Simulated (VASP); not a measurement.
Set up this calculation in VASP 6.6.1, as the native input.

```yaml
Task: single point
Functional: PBE
Potentials_or_basis: VASP PAW PBE potentials, release 64 (Zr_sv, Nb_sv, N)
Cutoff: 520 eV
k_mesh: 8 × 4 × 4
Occupations: gaussian, width 0.2 eV
Spin: no spin polarisation
Dipole_correction: no
Further_INCAR_settings: ALGO = Normal; EDIFF = 1e-06; NBANDS = 38
```

The structure of ZrNb2N4 lies in POSCAR:

```
ZrNb2N4
1.0
    0.0000000000     -3.1317693936      0.0000000000
   -5.2631738676      0.0000000000     -0.0102972877
    1.6847437289      0.0000000000     -5.2339310626
Zr Nb N
1 2 4
Direct
    0.5000000000      1.0000000000      0.5000000000
    1.0000000000      1.0000000000      1.0000000000
    0.5000000000      0.5000000000      0.0000000000
    0.5000000000      0.2294648307      0.2184618546
    1.0000000000      0.7480275156      0.2434282546
    1.0000000000      0.2519724844      0.7565717454
    0.5000000000      0.7705351693      0.7815381454
```

One way to write it, as run:

INCAR

```
PREC = Accurate
ENCUT = 520
EDIFF = 1E-6
ISMEAR = 0
SIGMA = 0.2
LREAL = False
LASPH = True
NELM = 100
ALGO = Normal
ISIF = 2
LWAVE = False
LCHARG = False
GGA = PE
NBANDS = 38
```

KPOINTS

```
Automatic mesh
0
Gamma
  8 4 4
```

Potentials or basis: VASP PAW PBE potentials, release 64 (Zr_sv, Nb_sv, N).

Run with:

```bash
$ cat potpaw_PBE.64/Zr_sv/POTCAR potpaw_PBE.64/Nb_sv/POTCAR potpaw_PBE.64/N/POTCAR > POTCAR
$ mpirun -np 1 vasp_std > vasp.out
```

Results of the run:

| Property | Result |
| --- | --- |
| Pressure | -0.1 GPa |
| Largest force | 0.060 eV/Å |
| Band gap on the k mesh | zero (band 29 reaches 10.30 eV, above the bottom of band 30 at 8.09 eV) |

Wall time 96 s on 1 thread of Intel(R) Xeon(R) Platinum 8488C (Sapphire Rapids), on a shared host, peak memory 0.28 GiB.
